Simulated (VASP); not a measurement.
**Fe: single point with PBE**

Crystal: Fe.

```
Fe
1.0
     2.46152    0.00000    0.00000
    -1.23076    2.13174    0.00000
     0.00000    0.00000    3.88812
Fe
2
Direct
  0.33333 0.66667 0.25000
  0.66667 0.33333 0.75000
```

This isn't the form of Fe at room conditions, which is bcc.

```json
{"Program": "VASP 6.6.1", "Task": "single point", "Functional": "PBE", "Potentials or basis": "VASP PAW PBE potentials, release 64 (Fe)", "Cutoff": "600 eV", "k mesh": "24 × 24 × 13", "Occupations": "fermi-dirac, width 0.05 eV", "Spin": "collinear spin, antiferromagnetic start", "Starting moments": "[2.5, -2.5] μB"}
```

The pressure is -0.7 GPa. The band gap on the k mesh is zero (filled and empty bands overlap). The net moment is 0.00 μB per cell. The valence electrons inside the program's atomic spheres are Fe 7.51.

Stress tensor (GPa, compression positive):
```
-0.82  0.00  0.00
 0.00 -0.82  0.00
 0.00  0.00 -0.57
```

Levels at points of the mesh, in eV from the Fermi level:
Spin up:
```
           k point  band 6  band 7  band 8  band 9  band 10  band 11
(0.00, 0.00, 0.00)   -1.18   -1.18   -0.84   -0.84     0.56     0.71
(0.50, 0.00, 0.00)   -1.51   -1.06    0.81    1.04     1.07     2.68
```
Spin down:
| k point | band 4 | band 5 | band 6 | band 7 | band 8 | band 9 | band 10 | band 11 | band 12 | band 13 |
| --- | --- | --- | --- | --- | --- | --- | --- | --- | --- | --- |
| (0.00, 0.00, 0.00) | -1.65 | -1.51 | -1.18 | -1.18 | -0.84 | -0.84 | 0.56 | 0.71 | 0.71 | 8.78 |
| (0.50, 0.00, 0.00) | -2.04 | -1.95 | -1.51 | -1.06 | 0.81 | 1.04 | 1.07 | 2.68 | 4.82 | 11.27 |

It took 3.2 min on 1 thread of Intel(R) Xeon(R) 6975P-C (Granite Rapids), with other jobs on the host, peak memory 0.37 GiB.

Caveat: the moments typed at the start vanished in this run.
